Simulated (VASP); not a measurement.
A run of VASP 6.6.1:

Contents of INCAR:

```
  PREC = Accurate
  ENCUT = 520
  EDIFF = 1E-6
  ISMEAR = 1
  SIGMA = 0.01
  LREAL = F
  LASPH = T
  NELM = 80
  ALGO = Normal
  ISIF = 2
  LWAVE = F
  LCHARG = T
  GGA = PS
  LELF = T
  LVHAR = T
  NBANDS = 17
```

File KPOINTS:

```
Automatic mesh
0
Gamma
  9 9 9
```

The input POSCAR:

```
ScIr
1.0
    3.1736139474      0.0000000000      0.0000000000
    0.0000000000      3.1736139474      0.0000000000
    0.0000000000      0.0000000000      3.1736139474
Sc Ir
1 1
Direct
    0.5000000000      0.5000000000      0.5000000000
    0.0000000000      0.0000000000      0.0000000000
```

Potentials or basis: VASP PAW PBE potentials, release 64 (Sc_sv, Ir).

Launch:

```bash
$ cat potpaw_PBE.64/Sc_sv/POTCAR potpaw_PBE.64/Ir/POTCAR > POTCAR
$ mpirun -np 1 vasp_std > vasp.out
```

Hardware: 1 thread of Intel(R) Xeon(R) Platinum 8375C CPU @ 2.90GHz (Ice Lake), with other jobs on the host.

Question: Estimate the wall time of this run.

Answer: Wall time 9.5 s on 1 thread of Intel(R) Xeon(R) Platinum 8375C CPU @ 2.90GHz (Ice Lake), on a shared host, peak memory 0.15 GiB. Counts: scf iterations 13, k points 35.
